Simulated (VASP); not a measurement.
# BN (P6_3/mmc) in VASP: notebook

The runs below take BN through electric field gradients, phonons, with PBE+D3(BJ).

All numbers are computed with VASP 6.6.1; they aren't measurements. Logs are shortened: lines on timing, memory, paths and dates and some standing lists are left out, and cuts for length are marked.

## 1. The cell of the first run

The structure is hexagonal, space group P6_3/mmc (No. 194). The conventional cell has a = 2.506 Å, b = 2.506 Å, c = 6.614 Å, α = 90.00°, β = 90.00°, γ = 120.00°. Within 1.9 Å of B (site symmetry -6m2) lie 3 N at 1.45 Å. Within 1.9 Å of N (site symmetry -6m2) lie 3 B at 1.45 Å.

## 2. Electric field gradients, PBE+D3(BJ)

The input, INCAR:

```
  PREC = Accurate
  ENCUT = 520
  EDIFF = 1E-8
  ISMEAR = 0
  SIGMA = 0.01
  LREAL = F
  LASPH = T
  NELM = 60
  ALGO = Normal
  ISIF = 2
  LWAVE = F
  LCHARG = F
  GGA = PE
  IVDW = 12
  LEFG = T
  NBANDS = 16
```

The input, KPOINTS:

```
Automatic mesh
0
Gamma
  12 12 4
```

The input, POSCAR:

```
BN
1.0
    2.5064295030      0.0000000000      0.0000000000
   -1.2532147515      2.1706316224      0.0000000000
    0.0000000000      0.0000000000      6.6144684677
B N
2 2
Direct
    0.3333333333      0.6666666667      0.2500000000
    0.6666666667      0.3333333333      0.7500000000
    0.3333333333      0.6666666667      0.7500000000
    0.6666666667      0.3333333333      0.2500000000
```

Potentials or basis: VASP PAW PBE potentials, release 64 (B, N).

Command:

```bash
$ cat potpaw_PBE.64/B/POTCAR potpaw_PBE.64/N/POTCAR > POTCAR
$ mpirun -np 1 vasp_std > vasp.out
```

OUTCAR:

```text
PREC = Accurate
   ENCUT = 520
   EDIFF = 1E-8
   ISMEAR = 0
   LREAL = F
   LASPH = T
   NELM = 60
   ISIF = 2
   GGA = PE
   IVDW = 12
 IVDW          = 12

 ion  position               nearest neighbor table
   1  0.333  0.667  0.250-   4 1.45   4 1.45   4 1.45
   2  0.667  0.333  0.750-   3 1.45   3 1.45   3 1.45
   3  0.333  0.667  0.750-   2 1.45   2 1.45   2 1.45
   4  0.667  0.333  0.250-   1 1.45   1 1.45   1 1.45

  LATTYP: Found a hexagonal cell.
 ALAT       =     2.5064295030
 C/A-ratio  =     2.6390004027

  Lattice vectors:

 A1 = (   2.5064295030,   0.0000000000,   0.0000000000)
 A2 = (  -1.2532147515,   2.1706316224,   0.0000000000)
 A3 = (   0.0000000000,   0.0000000000,   6.6144684677)

Analysis of symmetry for initial positions (statically):
=====================================================================
 Subroutine PRICEL returns:
 Original cell was already a primitive cell.

 Routine SETGRP: Setting up the symmetry group for a
 hexagonal supercell.

 Subroutine GETGRP returns: Found 24 space group operations
 (whereof 12 operations were pure point group operations)
 out of a pool of 24 trial point group operations.

The static configuration has the point symmetry D_3d.
 The point group associated with its full space group is D_6h.

Analysis of symmetry for dynamics (positions and initial velocities):
=====================================================================
 Subroutine PRICEL returns:
 Original cell was already a primitive cell.

 Routine SETGRP: Setting up the symmetry group for a
 hexagonal supercell.

 Subroutine GETGRP returns: Found 24 space group operations
 (whereof 12 operations were pure point group operations)
 out of a pool of 24 trial point group operations.

The dynamic configuration has the point symmetry D_3d.
 The point group associated with its full space group is D_6h.

 Subroutine INISYM returns: Found 24 space group operations
 (whereof 12 operations are pure point group operations),
 and found     1 'primitive' translations

----------------------------------------------------------------------------------------

                                     Primitive cell

[... 142 lines left out ...]

 E-fermi :   2.4288     XC(G=0): -10.0897

 val. band max:        2.2916886659   @ k =   0.3333   0.3333   0.5000
 cond. band min:       6.5581718439   @ k =   0.5000   0.0000   0.0000
 fundamental gap:      4.2664831780
 Fermi energy:         2.4288329670

 k-point     1 :       0.0000    0.0000    0.0000
  band No.  band energies     occupation
      1     -15.4933      2.00000
      2     -15.1897      2.00000
      3      -3.9241      2.00000
      4      -1.7560      2.00000
      5       0.9582      2.00000
      6       0.9582      2.00000
[... 433 lines left out ...]
      3      -4.5888      2.00000
      4      -4.5285      2.00000
      5      -1.2838      2.00000
      6      -1.2385      2.00000
[... 8 lines left out ...]
     15      19.0829      0.00000
     16      20.8494      0.00000

 [... further k-points ...]

------------------------ aborting loop because EDIFF is reached ----------------------------------------

 Edisp (eV)   -0.56617

 E8    (eV) :    -0.1659

  FORCE on cell =-STRESS in cart. coord.  units (eV):
  Direction    XX          YY          ZZ          XY          YZ          ZX
  --------------------------------------------------------------------------------------
  -------------------------------------------------------------------------------------
  Total       0.03939     0.03939    -0.03171     0.00000    -0.00000     0.00000
  in kB       1.75372     1.75372    -1.41167     0.00000    -0.00000     0.00000
  external pressure =        0.70 kB  Pullay stress =        0.00 kB

 VOLUME and BASIS-vectors are now :
 -----------------------------------------------------------------------------
  energy-cutoff  :      520.00
  volume of cell :       35.99
      direct lattice vectors                 reciprocal lattice vectors
     2.506429503  0.000000000  0.000000000     0.398973918  0.230347699  0.000000000
    -1.253214752  2.170631622  0.000000000     0.000000000  0.460695398  0.000000000
     0.000000000  0.000000000  6.614468468     0.000000000  0.000000000  0.151183728

 POSITION                                       TOTAL-FORCE (eV/Angst)
 -----------------------------------------------------------------------------------
     -0.00000      1.44709      1.65362        -0.000000      0.000000      0.000000
      1.25321      0.72354      4.96085         0.000000     -0.000000      0.000000
     -0.00000      1.44709      4.96085         0.000000     -0.000000      0.000000
      1.25321      0.72354      1.65362         0.000000     -0.000000      0.000000
 -----------------------------------------------------------------------------------
    total drift:                               -0.000000      0.000000     -0.000000

  FREE ENERGIE OF THE ION-ELECTRON SYSTEM (eV)
  ---------------------------------------------------
  free  energy   TOTEN  =       -35.7176970307 eV

  energy  without entropy=      -35.7176970307  energy(sigma->0) =      -35.71769703

 Electric field gradients (V/A^2)
---------------------------------------------------------------------
 ion       V_xx      V_yy      V_zz      V_xy      V_xz      V_yz
---------------------------------------------------------------------
   1     -17.521   -17.521    35.043     0.000    -0.000     0.000
   2     -17.521   -17.521    35.043     0.000     0.000    -0.000
   3      -0.646    -0.647     1.292    -0.001    -0.000     0.000
   4      -0.646    -0.647     1.292    -0.001     0.000    -0.000
---------------------------------------------------------------------

 Electric field gradients after diagonalization (V/A^2)
 (convention: |V_zz| > |V_xx| > |V_yy|)
----------------------------------------------------------------------
 ion       V_xx      V_yy      V_zz     asymmetry (V_yy - V_xx)/ V_zz
----------------------------------------------------------------------
   1     -17.521   -17.521    35.043       0.000
   2     -17.521   -17.521    35.043       0.000
   3      -0.647    -0.645     1.292       0.001
   4      -0.647    -0.645     1.292       0.001
----------------------------------------------------------------------

           NMR quadrupolar parameters

 Cq : quadrupolar parameter    Cq=e*Q*V_zz/h
 eta: asymmetry parameters     (V_yy - V_xx)/ V_zz
 Q  : nuclear electric quadrupole moment in mb (millibarn)
----------------------------------------------------------------------
 ion       Cq(MHz)       eta       Q (mb)
----------------------------------------------------------------------
   1       0.085       0.000       1.000
   2       0.085       0.000       1.000
   3       0.003       0.001       1.000
   4       0.003       0.001       1.000
----------------------------------------------------------------------
```

OSZICAR:

```text
N       E                     dE             d eps       ncg     rms          rms(c)
DAV:   1     0.476856865260E+02    0.47686E+02   -0.80273E+03  1832   0.929E+02
DAV:   2    -0.354516255937E+02   -0.83137E+02   -0.75348E+02  2512   0.220E+02
DAV:   3    -0.386648127716E+02   -0.32132E+01   -0.31991E+01  2376   0.422E+01
DAV:   4    -0.386854980813E+02   -0.20685E-01   -0.20677E-01  2312   0.375E+00
DAV:   5    -0.386856887230E+02   -0.19064E-03   -0.19064E-03  2352   0.340E-01    0.112E+01
DAV:   6    -0.355010503521E+02    0.31846E+01   -0.51686E+00  2360   0.175E+01    0.504E+00
DAV:   7    -0.352283961918E+02    0.27265E+00   -0.56660E-01  2464   0.549E+00    0.316E+00
DAV:   8    -0.351553799248E+02    0.73016E-01   -0.23251E-01  2352   0.323E+00    0.475E-01
DAV:   9    -0.351504992919E+02    0.48806E-02   -0.15354E-02  2136   0.101E+00    0.195E-01
DAV:  10    -0.351514137273E+02   -0.91444E-03   -0.13407E-03  2096   0.279E-01    0.354E-02
DAV:  11    -0.351515105754E+02   -0.96848E-04   -0.98803E-05  2224   0.801E-02    0.247E-02
DAV:  12    -0.351515228034E+02   -0.12228E-04   -0.29091E-05  2048   0.378E-02    0.283E-03
DAV:  13    -0.351515229516E+02   -0.14814E-06   -0.69833E-07  2480   0.638E-03    0.928E-04
DAV:  14    -0.351515230671E+02   -0.11550E-06   -0.15618E-07  2016   0.265E-03    0.200E-04
DAV:  15    -0.351515230681E+02   -0.10373E-08   -0.16417E-09  2016   0.334E-04
   1 F= -.35717697E+02 E0= -.35717697E+02  d E =-.113749E-85
```

stdout:

```text
POSCAR found type information on POSCAR B N
 POSCAR found :  2 types and       4 ions
 scaLAPACK will be used
 LDA part: xc-table for (Slater+PW92), standard interpolation
 POSCAR, INCAR and KPOINTS ok, starting setup
 FFT: planning ... GRIDC
 FFT: planning ... GRID_SOFT
 FFT: planning ... GRID
 WAVECAR not read
 entering main loop
ion   1

ion   2

ion   3

ion   4
```

Wall time 18 s (1 thread of Intel Xeon Platinum 8559C (Emerald Rapids), shared host); peak memory 0.17 GiB.

Results:

| Item | Value |
| --- | --- |
| Free energy | -35.7177 eV |
| Pressure | 0.1 GPa |
| Band gap on the k mesh | 4.27 eV (least direct gap 4.63 eV) |
| Largest electric field gradient by atom | B +35.0; N +1.3 V/Å² |
| Dispersion energy per atom | -0.142 eV |

Electric field gradients, principal values (V/Å²):
```
atom    least   middle  greatest (by size)
 1 B  -17.521  -17.521              35.043
 2 B  -17.521  -17.521              35.043
 3 N   -0.645   -0.647               1.292
 4 N   -0.645   -0.647               1.292
```

Caveat: without QUAD_EFG the Cq values of the log hold for a quadrupole moment of 1 mb, not for the nuclei. A k mesh can miss the band edges.

## 3. Phonons, PBE+D3(BJ)

This run uses another cell than the first one, of 7.12 Å³/atom.

The input, INCAR:

```
SYSTEM = BN
ALGO = Normal ; EDIFF = 1E-8
ENCUT = 520 ; GGA = PE
IBRION = 6 ; ISIF = 2
ISMEAR = 0 ; IVDW = 12
LASPH = .True. ; LCHARG = .False.
LREAL = .False. ; LWAVE = .False.
NELM = 80 ; NFREE = 2
NSW = 1 ; POTIM = 0.015
PREC = Accurate ; SIGMA = 0.01
```

The input, KPOINTS:

```
k-points
0
Gamma
  12 12 4
  0 0 0
```

The input, POSCAR:

```
BN
1.0
    2.4760794818      0.0000000000      0.0000000000
   -1.2380397409      2.1443477330      0.0000000000
    0.0000000000      0.0000000000      5.3648590540
B N
2 2
Direct
    0.3333333333      0.6666666667      0.2500000000
    0.6666666667      0.3333333333      0.7500000000
    0.3333333333      0.6666666667      0.7500000000
    0.6666666667      0.3333333333      0.2500000000
```

Potentials or basis: VASP PAW PBE potentials, release 64 (B, N).

Command:

```bash
$ cat potpaw_PBE.64/B/POTCAR potpaw_PBE.64/N/POTCAR > POTCAR
$ mpirun -np 1 vasp_std > vasp.out
```

OUTCAR:

```text
SYSTEM = BN
   EDIFF = 1E-8
   ENCUT = 520
   GGA = PE
   IBRION = 6
   ISIF = 2
   ISMEAR = 0
   IVDW = 12
   LASPH = .True.
   LREAL = .False.
   NELM = 80
   NFREE = 2
   NSW = 1
   POTIM = 0.015
   PREC = Accurate
 IVDW          = 12

 ion  position               nearest neighbor table
   1  0.333  0.667  0.250-   4 1.43   4 1.43   4 1.43
   2  0.667  0.333  0.750-   3 1.43   3 1.43   3 1.43
   3  0.333  0.667  0.750-   2 1.43   2 1.43   2 1.43
   4  0.667  0.333  0.250-   1 1.43   1 1.43   1 1.43

  LATTYP: Found a hexagonal cell.
 ALAT       =     2.4760794818
 C/A-ratio  =     2.1666748153

  Lattice vectors:

 A1 = (   2.4760794818,   0.0000000000,   0.0000000000)
 A2 = (  -1.2380397409,   2.1443477330,   0.0000000000)
 A3 = (   0.0000000000,   0.0000000000,   5.3648590540)

Analysis of symmetry for initial positions (statically):
=====================================================================
 Subroutine PRICEL returns:
 Original cell was already a primitive cell.

 Routine SETGRP: Setting up the symmetry group for a
 hexagonal supercell.

 Subroutine GETGRP returns: Found 24 space group operations
 (whereof 12 operations were pure point group operations)
 out of a pool of 24 trial point group operations.

The static configuration has the point symmetry D_3d.
 The point group associated with its full space group is D_6h.

Analysis of symmetry for dynamics (positions and initial velocities):
=====================================================================
 Subroutine PRICEL returns:
 Original cell was already a primitive cell.

 Routine SETGRP: Setting up the symmetry group for a
 hexagonal supercell.

 Subroutine GETGRP returns: Found 24 space group operations
[... 502 lines left out ...]

 E-fermi :   4.7302     XC(G=0): -11.5448

 val. band max:        4.6794874619   @ k =   0.2500   0.2500   0.0000
 cond. band min:       8.5930602628   @ k =   0.5000  -0.0000   0.2500
 fundamental gap:      3.9135728009
 Fermi energy:         4.7302378088

 k-point     1 :       0.0000    0.0000    0.0000
  band No.  band energies     occupation
      1     -14.1072      2.00000
      2     -12.8763      2.00000
      3      -3.2691      2.00000
      4       2.0001      2.00000
      5       3.0075      2.00000
      6       3.0075      2.00000
      7       3.2517      2.00000
      8       3.2517      2.00000
      9      11.8258      0.00000
     10      15.9568      0.00000
     11      15.9568      0.00000
     12      16.5226      0.00000
[... 331 lines left out ...]
 k-point    24 :       0.3333   -0.0000    0.2500
  band No.  band energies     occupation
      1     -11.8399      2.00000
      2     -11.1879      2.00000
      3      -2.7641      2.00000
      4      -2.4115      2.00000
      5       0.2811      2.00000
      6       0.6698      2.00000
      7       0.9237      2.00000
      8       3.3304      2.00000
      9      10.9246      0.00000
     10      12.9436      0.00000
     11      14.6993      0.00000
     12      14.8127      0.00000

 [... further k-points ...]

------------------------ aborting loop because EDIFF is reached ----------------------------------------

 Edisp (eV)   -0.73699

 E8    (eV) :    -0.2195
[... 27 lines left out ...]
  FREE ENERGIE OF THE ION-ELECTRON SYSTEM (eV)
  ---------------------------------------------------
  free  energy   TOTEN  =       -35.4108496395 eV

  energy  without entropy=      -35.4108496395  energy(sigma->0) =      -35.41084964

 INTERNAL STRAIN TENSORS FROM DISPLACED ATOMS
 ============================================

 INTERNAL STRAIN TENSOR FOR ION    1 for displacements in x,y,z  (eV/Angst):
          X           Y           Z          XY          YZ          ZX
  --------------------------------------------------------------------------------
  x     0.00000    -0.00000     0.00000   -15.41885     0.00000     0.00000
  y   -15.41885    15.41885    -0.00000     0.00000     0.00000     0.00000
  z     0.00000     0.00000     0.00000     0.00000     0.00000     0.00000

 INTERNAL STRAIN TENSOR FOR ION    4 for displacements in x,y,z  (eV/Angst):
          X           Y           Z          XY          YZ          ZX
  --------------------------------------------------------------------------------
  x     0.00000    -0.00000     0.00000    16.62683     0.00000     0.00000
  y    16.62683   -16.62683     0.00000     0.00000     0.00000     0.00000
  z     0.00000    -0.00000    -0.00000     0.00000     0.00000     0.00000

 Eigenvectors and eigenvalues of the dynamical matrix
 ----------------------------------------------------

   1 f  =   42.619468 THz   267.786016 2PiTHz 1421.632432 cm-1   176.259878 meV
             X         Y         Z           dx          dy          dz
     -0.000000  1.429565  1.341215     0.527710   -0.000001   -0.000000
      1.238040  0.714783  4.023644    -0.527710    0.000001   -0.000000
     -0.000000  1.429565  4.023644     0.470662   -0.000001   -0.000000
      1.238040  0.714783  1.341215    -0.470662    0.000001   -0.000000
[... 71 lines left out ...]
  12 f/i=    0.003297 THz     0.020714 2PiTHz    0.109965 cm-1     0.013634 meV
             X         Y         Z           dx          dy          dz
     -0.000000  1.429565  1.341215     0.460894    0.073459    0.000000
      1.238040  0.714783  4.023644     0.460894    0.073459    0.000000
     -0.000000  1.429565  4.023644     0.524585    0.083610    0.000000
      1.238040  0.714783  1.341215     0.524585    0.083610    0.000000

 ELASTIC MODULI CONTR FROM IONIC RELAXATION (kBar)
 Direction    XX          YY          ZZ          XY          YZ          ZX
 --------------------------------------------------------------------------------
 XX        -710.0393    710.0393      0.0000      0.0000      0.0000      0.0000
 YY         710.0393   -710.0393     -0.0000     -0.0000      0.0000      0.0000
 ZZ           0.0000     -0.0000     -0.0000     -0.0000      0.0000      0.0000
 XY           0.0000     -0.0000     -0.0000   -710.0393      0.0000      0.0000
 YZ           0.0000      0.0000      0.0000      0.0000      0.0000      0.0000
 ZX           0.0000      0.0000      0.0000      0.0000      0.0000      0.0000
 --------------------------------------------------------------------------------
```

stdout:

```text
POSCAR found type information on POSCAR B N
 POSCAR found :  2 types and       4 ions
 scaLAPACK will be used
 LDA part: xc-table for (Slater+PW92), standard interpolation
 POSCAR, INCAR and KPOINTS ok, starting setup
 FFT: planning ... GRIDC
 FFT: planning ... GRID_SOFT
 FFT: planning ... GRID
 WAVECAR not read
 entering main loop
 Found     4 degrees of freedom:
 Finite differences POTIM= 0.01500 DOF=   4
 bond charge predicted
 Finite differences progress:
 bond charge predicted
 Finite differences progress:
 bond charge predicted
 Finite differences progress:
 bond charge predicted
 Finite differences progress:
 bond charge predicted
 Finite differences progress:
 bond charge predicted
 Finite differences progress:
 bond charge predicted
 Finite differences progress:
 bond charge predicted
 Finite differences progress:
```

It took 1.8 min on 1 thread of Intel Xeon Platinum 8559C (Emerald Rapids), shared host; peak memory 0.26 GiB.

Results:

```yaml
Highest_phonon_frequency_at_Γ_LO-TO_splitting_left_out: 1422 cm⁻¹
Dispersion_energy_per_atom: -0.184 eV
```

Phonon frequencies in cm⁻¹ (negative: imaginary):
```
              q point                                    frequencies
(0.000, 0.000, 0.000)  0 0 0 121 121 308 588 783 1414 1414 1422 1422
```

Caveat: the cell stands under pressure or tension, which shifts response properties.

[end of part 1 of 2]
